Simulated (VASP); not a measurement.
BaS, 4 atoms in the cell. The structure is hexagonal, space group P6_3/mmc (No. 194). The conventional cell has a = 5.272 Å, b = 5.272 Å, c = 6.253 Å, α = 90.00°, β = 90.00°, γ = 120.00°. Ba (site symmetry -6m2) has 5 S at 3.04 to 3.13 Å within 4.0 Å. S (site symmetry -6m2) has 5 Ba at 3.04 to 3.13 Å within 4.0 Å. 

| Property | Result |
| --- | --- |
| Program | VASP 6.6.1 |
| Task | single point |
| Functional | r2SCAN |
| Potentials or basis | VASP PAW PBE potentials, release 64 (Ba_sv, S) |
| Cutoff | 520 eV |
| k mesh | 6 × 6 × 4 |
| Occupations | gaussian, width 0.01 eV |
| Spin | no spin polarisation |
| Dipole correction | no |
| Further INCAR settings | ALGO = Normal; EDIFF = 1e-07; NBANDS = 24 |

Potentials or basis: VASP PAW PBE potentials, release 64 (Ba_sv, S).

The run is started by

```sh
$ cat potpaw_PBE.64/Ba_sv/POTCAR potpaw_PBE.64/S/POTCAR > POTCAR
$ cp INCAR.step1 INCAR
$ mpirun -np 1 vasp_std > vasp.out
$ cp INCAR.step2 INCAR
$ mpirun -np 1 vasp_std > vasp.out
```

Hardware: 1 thread of Intel Xeon 8259CL, on a shared host.

How long does it take, and how much memory?

Run time: 10 min on 1 thread of Intel Xeon 8259CL (shared host), peak memory 0.33 GiB. Counts: k points 21.
